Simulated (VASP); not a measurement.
# P2Se2O (P4mm) in VASP: further runs, part 2 of 2

VASP 6.6.1.

## (3) Relaxation of cell and atoms, PBE+D3(BJ)

Contents of INCAR:

```
PREC = Accurate
ENCUT = 600
EDIFF = 1E-6
ISMEAR = 0
SIGMA = 0.1
LREAL = False
LASPH = True
NELM = 100
ALGO = Normal
ISIF = 3
LWAVE = False
LCHARG = False
GGA = PE
IVDW = 12
IBRION = 2
NSW = 100
EDIFFG = -0.01
```

Contents of KPOINTS:

```
regular mesh
0
Gamma
  10 10 6
```

Contents of POSCAR:

```
P2Se2O
1.0
    3.6835600184      0.0000000000      0.0000000000
    0.0000000000      3.6835600184      0.0000000000
    0.0000000000      0.0000000000      7.8973634590
P Se O
2 2 1
Direct
    0.5000000000      0.5000000000      0.9996456191
    0.0000000000      0.0000000000      0.9423786683
    0.5000000000      0.5000000000      0.2851217341
    0.0000000000      0.0000000000      0.3483702857
    0.0000000000      0.0000000000      0.7528688228
```

Potentials or basis: VASP PAW PBE potentials, release 64 (P, Se, O).

Run with:

```bash
$ cat potpaw_PBE.64/P/POTCAR potpaw_PBE.64/Se/POTCAR potpaw_PBE.64/O/POTCAR > POTCAR
$ mpirun -np 1 vasp_std > vasp.out
```

OUTCAR:

```text
PREC = Accurate
   ENCUT = 600
   EDIFF = 1E-6
   ISMEAR = 0
   LREAL = False
   LASPH = True
   NELM = 100
   ISIF = 3
   GGA = PE
   IVDW = 12
   IBRION = 2
   NSW = 100
   EDIFFG = -0.01
 IVDW          = 12

 ion  position               nearest neighbor table
   1  0.500  0.500  1.000-   3 2.25   2 2.64   2 2.64   2 2.64   2 2.64
   2  0.000  0.000  0.942-   5 1.50   1 2.64   1 2.64   1 2.64   1 2.64
   3  0.500  0.500  0.285-   1 2.25   4 2.65   4 2.65   4 2.65   4 2.65
   4  0.000  0.000  0.348-   3 2.65   3 2.65   3 2.65   3 2.65
   5  0.000  0.000  0.753-   2 1.50

  LATTYP: Found a simple tetragonal cell.
 ALAT       =     3.6835600184
 C/A-ratio  =     2.1439486311

  Lattice vectors:

 A1 = (   3.6835600184,   0.0000000000,   0.0000000000)
 A2 = (   0.0000000000,   3.6835600184,   0.0000000000)
 A3 = (   0.0000000000,   0.0000000000,   7.8973634590)

[... 315 lines left out ...]
------------------------ aborting loop because EDIFF is reached ----------------------------------------
[... 81 lines left out ...]
--------------------------------------- Ionic step       27  -------------------------------------------

 number of electron      27.9999996 magnetization

 Free energy of the ion-electron system (eV)
  ---------------------------------------------------
  ext. energy  EPLUGINS =         0.00000000
  ---------------------------------------------------
  free energy    TOTEN  =       -23.66081139 eV

  energy without entropy =      -23.65343149  energy(sigma->0) =      -23.65712144

 E-fermi :   3.3320     XC(G=0):  -8.9203

 val. band max:        3.3194834678   @ k =   0.3000   0.0000   0.1667
 cond. band min:       3.3459602625   @ k =   0.4000   0.0000   0.0000
 fundamental gap:      0.0264767947
 Fermi energy:         3.3320080980

 k-point     1 :       0.0000    0.0000    0.0000
  band No.  band energies     occupation
      1     -16.3197      2.00000
      2     -13.1630      2.00000
      3      -9.1178      2.00000
      4      -6.9009      2.00000
      5      -3.1528      2.00000
      6      -1.5563      2.00000
[... 481 lines left out ...]
      5      -3.9646      2.00000
      6      -2.3458      2.00000
[... 10 lines left out ...]
     17       6.2558      0.00000
     18       7.0456      0.00000

 [... further k-points ...]

------------------------ aborting loop because EDIFF is reached ----------------------------------------

 Edisp (eV)   -1.38873

 E8    (eV) :    -0.5373
[... 28 lines left out ...]
  FREE ENERGIE OF THE ION-ELECTRON SYSTEM (eV)
  ---------------------------------------------------
  free  energy   TOTEN  =       -25.0495428908 eV

  energy  without entropy=      -25.0421629916  energy(sigma->0) =      -25.04585294

 reached required accuracy - stopping structural energy minimisation
```

It took 29 min on 1 thread of Oxide Virtual Turin-like, shared host; peak memory 0.36 GiB.

Results:

* Free energy: -25.0495 eV
* Relaxed volume: 21.24 Å³/atom
* Relaxed cell: a = 3.671 Å, b = 3.671 Å, c = 7.879 Å, α = 90.00°, β = 90.00°, γ = 90.00°
* Space group after relaxing (to 0.1 Å): P4mm (No. 99)
* Energy gained by relaxing: 0.4 meV/atom
* Ionic steps: 27
* Pressure after relaxing: 0.0 GPa
* Largest force after relaxing: 0.008 eV/Å
* Band gap on the k mesh: zero (bands 14 and 15 overlap by 0.18 eV)
* Dispersion energy per atom: -0.278 eV

Forces in eV/Å, atoms in the order of the input:
```
P    0.000  0.000  0.008
P    0.000  0.000 -0.003
Se   0.000  0.000  0.003
Se   0.000  0.000 -0.003
O    0.000  0.000 -0.005
```

Step by step:
```
step  energy change (eV)  largest force (eV/Å)  pressure (GPa)  volume (Å³)
   1              0.0000                0.0710           -0.20       107.16
   2             -0.0012                0.0618           -0.06       106.74
   3             -0.0012                0.0612            0.01       106.58
   4             -0.0012                0.0600           -0.01       106.62
   5             -0.0010                0.2299            0.25       106.49
   6             -0.0013                0.0730            0.08       106.57
   7             -0.0015                0.0546            0.06       106.58
   8             -0.0017                0.0314            0.00       106.61
   9             -0.0017                0.0297           -0.01       106.61
  10             -0.0018                0.0203           -0.03       106.60
  11             -0.0018                0.0218           -0.09       106.57
  12             -0.0018                0.0216           -0.07       106.53
  13             -0.0019                0.0579           -0.03       106.41
  14             -0.0018                0.1301            0.08       106.16
  15             -0.0019                0.0788            0.01       106.33
  16             -0.0019                0.0733            0.01       106.31
  17             -0.0020                0.0552            0.01       106.25
  18             -0.0020                0.0213            0.00       106.11
  19             -0.0020                0.0121            0.01       106.06
  20             -0.0020                0.0128            0.01       106.07
  21             -0.0020                0.0144            0.02       106.09
  22             -0.0020                0.0168            0.02       106.10
  23             -0.0020                0.0181            0.02       106.11
  24             -0.0020                0.0137            0.01       106.12
  25             -0.0020                0.0146           -0.02       106.16
  26             -0.0020                0.0122           -0.01       106.16
  27             -0.0020                0.0079           -0.01       106.19
```

Final structure:
```xyz
5
Lattice="3.6712 0.0000 0.0000 0.0000 3.6712 0.0000 0.0000 0.0000 7.8786" Properties=species:S:1:pos:R:3 pbc="T T T"
P     1.8356    1.8356    7.8701
P     0.0000    0.0000    7.4159
Se    1.8356    1.8356    2.2509
Se    0.0000    0.0000    2.7677
O     0.0000    0.0000    5.9186
```

Caveat: semilocal functionals underestimate gaps, and a narrow one can read as zero.

The gap in the log of VASP goes by the Fermi energy; the results here count the filled bands.